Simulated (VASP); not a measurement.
# PbS (Galena) (Fm-3m) in VASP: notebook, part 2 of 3

VASP 6.6.1.

## Step 3: Single point, PBEsol+D4

This run uses another cell than the first one, of 27.65 Å³/atom, 1.019 times its volume.

The input, INCAR:

```
ALGO     = Normal         # electronic algorithm
EDIFF    = 1E-6           # SCF threshold, eV
ENCUT    = 520            # plane-wave cutoff, eV
GGA      = PS             # functional
ISIF     = 2              # what is computed and relaxed
ISMEAR   = -1             # smearing method
IVDW     = 13             # dispersion correction
LASPH    = True           # aspherical terms in the spheres
LCHARG   = True           # write CHGCAR
LELF     = True           # ELF
LREAL    = False          # projectors in reciprocal space
LVHAR    = True         
LWAVE    = False          # write WAVECAR
NBANDS   = 17             # bands
NELM     = 60             # most SCF steps
PREC     = Accurate       # precision mode
SIGMA    = 0.05           # smearing width, eV
```

The input, KPOINTS:

```
k-points
0
Gamma
  8 8 8
```

The input, POSCAR:

```
PbS
1.0
    0.0000000000      3.0239167281      3.0239167281
    3.0239167281      0.0000000000      3.0239167281
    3.0239167281      3.0239167281      0.0000000000
Pb S
1 1
Direct
    0.0000000000      0.0000000000      0.0000000000
    0.5000000000      0.5000000000      0.5000000000
```

Potentials or basis: VASP PAW PBE potentials, release 64 (Pb_d, S).

Launch:

```bash
$ cat potpaw_PBE.64/Pb_d/POTCAR potpaw_PBE.64/S/POTCAR > POTCAR
$ mpirun -np 1 vasp_std > vasp.out
```

OUTCAR:

```text
EDIFF = 1E-6
   ENCUT = 520
   GGA = PS
   ISIF = 2
   ISMEAR = -1
   IVDW = 13
   LASPH = True
   LREAL = False
   NELM = 60
   PREC = Accurate

 ion  position               nearest neighbor table
   1  0.000  0.000  0.000-   2 3.02   2 3.02   2 3.02   2 3.02   2 3.02   2 3.02
   2  0.500  0.500  0.500-   1 3.02   1 3.02   1 3.02   1 3.02   1 3.02   1 3.02

  LATTYP: Found a face centered cubic cell.
 ALAT       =     6.0478334562

  Lattice vectors:

 A1 = (   0.0000000000,   3.0239167281,   3.0239167281)
 A2 = (   3.0239167281,   0.0000000000,   3.0239167281)
 A3 = (   3.0239167281,   3.0239167281,   0.0000000000)

Analysis of symmetry for initial positions (statically):
=====================================================================
 Subroutine PRICEL returns:
 Original cell was already a primitive cell.

 Routine SETGRP: Setting up the symmetry group for a
 face centered cubic supercell.

 Subroutine GETGRP returns: Found 48 space group operations
[... 9 lines left out ...]

 Routine SETGRP: Setting up the symmetry group for a
 face centered cubic supercell.

 Subroutine GETGRP returns: Found 48 space group operations
[... 11 lines left out ...]
                                     Primitive cell

  volume of cell :      55.3018

  direct lattice vectors                    reciprocal lattice vectors
     0.000000000  3.023916728  3.023916728    -0.165348469  0.165348469  0.165348469
     3.023916728  0.000000000  3.023916728     0.165348469 -0.165348469  0.165348469
     3.023916728  3.023916728  0.000000000     0.165348469  0.165348469 -0.165348469

  length of vectors
     4.276464048  4.276464048  4.276464048     0.286391948  0.286391948  0.286391948

  position of ions in fractional coordinates (direct lattice)
     0.000000000  0.000000000  0.000000000
     0.500000000  0.500000000  0.500000000

  ion indices of the primitive-cell ions
   primitive index   ion index
                 1           1
                 2           2

----------------------------------------------------------------------------------------

 KPOINTS: k-points

Automatic generation of k-mesh.
 Grid dimensions read from file:
 generate k-points for:    8    8    8

 Generating k-lattice:

  Cartesian coordinates                     Fractional coordinates (reciprocal lattice)
    -0.020668559  0.020668559  0.020668559     0.125000000  0.000000000  0.000000000
     0.020668559 -0.020668559  0.020668559     0.000000000  0.125000000  0.000000000
     0.020668559  0.020668559 -0.020668559     0.000000000  0.000000000  0.125000000

  Length of vectors
     0.035798994  0.035798994  0.035798994

  Shift w.r.t. Gamma in fractional coordinates (k-lattice)
     0.000000000  0.000000000  0.000000000

 Subroutine IBZKPT returns following result:
 ===========================================

 Found     29 irreducible k-points:

 Following reciprocal coordinates:
            Coordinates               Weight
  0.000000  0.000000  0.000000      1.000000
  0.125000  0.000000  0.000000      8.000000
  0.250000  0.000000  0.000000      8.000000
  0.375000  0.000000  0.000000      8.000000
  0.500000  0.000000  0.000000      4.000000
  0.125000  0.125000  0.000000      6.000000
[... 16 lines left out ...]
  0.500000  0.250000  0.125000     48.000000
 -0.375000  0.250000  0.125000     24.000000
 [... further k-points ...]
   k-points           NKPTS =     29   k-points in BZ     NKDIM =     29   number of bands    NBANDS=     17
   number of dos      NEDOS =    301   number of ions     NIONS =      2
   total plane-waves  NPLWV =  32768
   dimension x,y,z NGX =    32 NGY =   32 NGZ =   32
   dimension x,y,z NGXF=    64 NGYF=   64 NGZF=   64
   ions per type =               1   1
   NGX,Y,Z   is equivalent  to a cutoff of  12.44, 12.44, 12.44 a.u.
   NGXF,Y,Z  is equivalent  to a cutoff of  24.88, 24.88, 24.88 a.u.
 SYSTEM =  unknown system
   PREC   = accura    normal or accurate (medium, high low for compatibility)
   ISTART =      0    job   : 0-new  1-cont  2-samecut
   ICHARG =      2    charge: 1-file 2-atom 10-const
   ISPIN  =      1    spin polarized calculation?
   LNONCOLLINEAR =      F non collinear calculations
   LSORBIT =      F    spin-orbit coupling
   LASPH  =      T    aspherical Exc in radial PAW
   ENCUT  =  520.0 eV  38.22 Ry    6.18 a.u.   7.95  7.95  7.95*2*pi/ulx,y,z
   NELM   =     60;   NELMIN=  2; NELMDL= -5     # of ELM steps
   EDIFF  = 0.1E-05   stopping-criterion for ELM
   LREAL  =      F    real-space projection
   EDIFFG = 0.1E-04   stopping-criterion for IOM
   NSW    =      0    number of steps for IOM
   IBRION =     -1    ionic relax: 0-MD 1-quasi-New 2-CG
   NFREE  =      0    steps in history (QN), initial steepest desc. (CG)
   ISIF   =      2    stress and relaxation
   ISYM   =      2    0-nonsym 1-usesym 2-fastsym
   POTIM  = 0.5000    time-step for ionic-motion
   TEBEG  =    0.0;   TEEND  =   0.0 temperature during run
   PSTRESS=    0.0 pullay stress
   NELECT =      20.0000    total number of electrons
   NUPDOWN=      -1.0000    fix difference up-down
   EMIN   =  10.00;   EMAX   =-10.00  energy-range for DOS
   EFERMI =   0.00;   METHOD = LEGACY
   ISMEAR =    -1;   SIGMA  =   0.05  broadening in eV -4-tet -1-fermi 0-gaus
   EFERMI_NEDOS =   21; number of points for ismear=-14 and -15
   IALGO  =     38    algorithm
   IMIX   =      4    mixing-type and parameters
     AMIX     =   0.40;   BMIX     =  1.00
     AMIX_MAG =   1.60;   BMIX_MAG =  1.00
  volume/ion in A,a.u.               =      27.65       186.60
  Fermi-wavevector in a.u.,A,eV,Ry     =   1.166375  2.204130 18.509794  1.360431
  Thomas-Fermi vector in A             =   2.302889
   LORBIT       =      0    0 simple, 1 ext, 2 COOP (PROOUT), +10 PAW based schemes
   GGA     = PS    functional components
   LHFCALC =     F    Hartree Fock is set to
   AEXX    =    0.0000 exact exchange contribution
   IVDW    =    13    specifies the selected vdW correction
   LEPSILON=     F    determine dielectric tensor
   LRPA    =     F    only Hartree local field effects (RPA)
 non-spin polarized calculation
  energy-cutoff  :      520.00
  volume of cell :       55.30
 maximum number of plane-waves:      1524
   NGX = 15   NGY = 15   NGZ = 15

 number of electron      20.0000006 magnetization

 Free energy of the ion-electron system (eV)
  ---------------------------------------------------
  ext. energy  EPLUGINS =         0.00000000
  ---------------------------------------------------
  free energy    TOTEN  =        -9.40988134 eV

  energy without entropy =       -9.40978907  energy(sigma->0) =       -9.40983520

 E-fermi :   5.1144     XC(G=0):  -9.6177

 val. band max:        4.8877936452   @ k =   0.5000   0.0000   0.0000
 cond. band min:       5.3409129874   @ k =   0.5000   0.0000   0.0000
 fundamental gap:      0.4531193422
 Fermi energy:         5.1143731016

 k-point     1 :       0.0000    0.0000    0.0000
  band No.  band energies     occupation
      1     -11.7133      2.00000
      2     -11.7133      2.00000
      3     -11.7133      2.00000
      4     -11.6984      2.00000
      5     -11.6984      2.00000
      6      -8.1503      2.00000
[... 9 lines left out ...]
     16      11.7276      0.00000
     17      13.5461      0.00000

 k-point     2 :       0.1250    0.0000    0.0000
  band No.  band energies     occupation
      1     -11.7126      2.00000
      2     -11.7107      2.00000
      3     -11.7107      2.00000
      4     -11.6991      2.00000
      5     -11.6991      2.00000
      6      -8.0275      2.00000
[... 9 lines left out ...]
     16      12.0770      0.00000
     17      14.6035      0.00000

 k-point     3 :       0.2500    0.0000    0.0000
  band No.  band energies     occupation
      1     -11.7145      2.00000
      2     -11.7145      2.00000
      3     -11.7112      2.00000
      4     -11.6905      2.00000
      5     -11.6905      2.00000
      6      -7.6883      2.00000
[... 392 lines left out ...]
 k-point    23 :       0.5000    0.2500    0.1250
  band No.  band energies     occupation
      1     -11.7465      2.00000
      2     -11.7108      2.00000
      3     -11.7059      2.00000
      4     -11.6850      2.00000
      5     -11.6759      2.00000
      6      -7.0239      2.00000
[... 9 lines left out ...]
     16      15.1005      0.00000
     17      16.0536      0.00000

 k-point    24 :      -0.3750    0.2500    0.1250
  band No.  band energies     occupation
      1     -11.7508      2.00000
      2     -11.7123      2.00000
      3     -11.6992      2.00000
      4     -11.6890      2.00000
      5     -11.6721      2.00000
      6      -6.8352      2.00000
[... 9 lines left out ...]
     16      15.8276      0.00000
     17      15.9308      0.00000

 [... further k-points ...]

------------------------ aborting loop because EDIFF is reached ----------------------------------------

  DFT-D4 for vdW energy calculation

  Edisp (eV):   -0.41926

  FORCE on cell =-STRESS in cart. coord.  units (eV):
  Direction    XX          YY          ZZ          XY          YZ          ZX
  --------------------------------------------------------------------------------------
  -------------------------------------------------------------------------------------
  Total      -1.31797    -1.31797    -1.31797     0.00000     0.00000     0.00000
  in kB     -38.18352   -38.18352   -38.18352     0.00000     0.00000     0.00000
  external pressure =      -38.18 kB  Pullay stress =        0.00 kB

 VOLUME and BASIS-vectors are now :
 -----------------------------------------------------------------------------
  energy-cutoff  :      520.00
  volume of cell :       55.30
      direct lattice vectors                 reciprocal lattice vectors
     0.000000000  3.023916728  3.023916728    -0.165348469  0.165348469  0.165348469
     3.023916728  0.000000000  3.023916728     0.165348469 -0.165348469  0.165348469
     3.023916728  3.023916728  0.000000000     0.165348469  0.165348469 -0.165348469

 POSITION                                       TOTAL-FORCE (eV/Angst)
 -----------------------------------------------------------------------------------
      0.00000      0.00000      0.00000        -0.000000     -0.000000     -0.000000
      3.02392      3.02392      3.02392         0.000000      0.000000      0.000000
 -----------------------------------------------------------------------------------
    total drift:                                0.000000     -0.000000     -0.000000

  FREE ENERGIE OF THE ION-ELECTRON SYSTEM (eV)
  ---------------------------------------------------
  free  energy   TOTEN  =        -9.8291438658 eV

  energy  without entropy=       -9.8290515970  energy(sigma->0) =       -9.82909773
```

Run time: 60 s. Hardware: 1 thread of AMD EPYC 7R13, shared host; peak memory 0.16 GiB.

What came out:

```
Free energy                : -9.8291 eV
Pressure                   : -3.8 GPa
Band gap on the k mesh     : 0.45 eV, direct
Dispersion energy per atom : -0.210 eV
```

Caveat: the PAW data sets were made with another functional, which shifts forces and pressure a little; spin-orbit coupling is left out, which moves the levels of the heavy elements. A k mesh can miss the band edges.

## Step 4: Single point, SVWN5

This run uses another cell than the first one, of 27.65 Å³/atom, 1.019 times its volume.

The input, INCAR:

```
SYSTEM = PbS
PREC = Accurate
ENCUT = 520
EDIFF = 1E-7
ISMEAR = -1
SIGMA = 0.05
LREAL = .FALSE.
LASPH = .TRUE.
NELM = 80
ALGO = Normal
ISIF = 2
LWAVE = .FALSE.
LCHARG = .FALSE.
GGA = VW
NBANDS = 17
```

The input, KPOINTS:

```
regular mesh
0
G
  8 8 8
  0 0 0
```

POSCAR is that of step 3.

Launch:

```bash
$ cat potpaw_PBE.64/Pb_d/POTCAR potpaw_PBE.64/S/POTCAR > POTCAR
$ mpirun -np 1 vasp_std > vasp.out
```

Wall time 58 s (1 thread of AMD EPYC 7R13, shared host); peak memory 0.14 GiB.

It converged, with:

- Free energy: -9.9085 eV
- Pressure: -5.4 GPa
- Band gap on the k mesh: 0.43 eV, direct

Levels at points of the mesh, in eV from the valence-band top:
```tsv
k point	band 7	band 8	band 9	band 10	band 11	band 12	band 13	band 14
(0.00, 0.00, 0.00)	-6.17	-1.80	-1.80	-1.80	4.96	4.96	4.96	6.90
(0.50, 0.00, 0.00)	-8.58	-1.43	-1.43	0.00	0.43	2.03	2.03	8.49
(0.50, 0.50, 0.00)	-7.19	-4.69	-3.01	-3.01	4.08	5.35	5.41	5.41
```

Caveat: the PAW data sets were made with another functional, which shifts forces and pressure a little; spin-orbit coupling is left out, which moves the levels of the heavy elements. A k mesh can miss the band edges.

## Step 5: Single point, LDA

This run uses another cell than the first one, of 27.65 Å³/atom, 1.019 times its volume.

The input, INCAR:

```
PREC = Accurate
ENCUT = 520
EDIFF = 1E-6
ISMEAR = -1
SIGMA = 0.05
LREAL = F
LASPH = T
NELM = 60
ALGO = Normal
ISIF = 2
LWAVE = F
LCHARG = F
NBANDS = 17
```

The input, KPOINTS:

```
Automatic mesh
0
Gamma
  8 8 8
```

POSCAR is that of step 4.

Potentials or basis: VASP PAW LDA potentials, release 64 (Pb_d, S).

Launch:

```bash
$ cat potpaw_LDA.64/Pb_d/POTCAR potpaw_LDA.64/S/POTCAR > POTCAR
$ mpirun -np 1 vasp_std > vasp.out
```

It took 54 s on 1 thread of AMD EPYC 7R13, shared host; peak memory 0.14 GiB.

It converged, with:

| Quantity | Value |
| --- | --- |
| Free energy | -9.9056 eV |
| Pressure | -5.3 GPa |
| Band gap on the k mesh | 0.40 eV, direct |

Levels at points of the mesh, in eV from the valence-band top:
| k point | band 7 | band 8 | band 9 | band 10 | band 11 | band 12 | band 13 | band 14 |
| --- | --- | --- | --- | --- | --- | --- | --- | --- |
| (0.00, 0.00, 0.00) | -6.13 | -1.83 | -1.83 | -1.83 | 4.95 | 4.95 | 4.95 | 6.83 |
| (0.50, 0.00, 0.00) | -8.55 | -1.47 | -1.47 | 0.00 | 0.40 | 2.00 | 2.00 | 8.45 |
| (0.50, 0.50, 0.00) | -7.15 | -4.72 | -3.04 | -3.04 | 4.02 | 5.32 | 5.39 | 5.39 |

Caveat: spin-orbit coupling is left out, which moves the levels of the heavy elements.

(Part 2 of 3 ends here.)
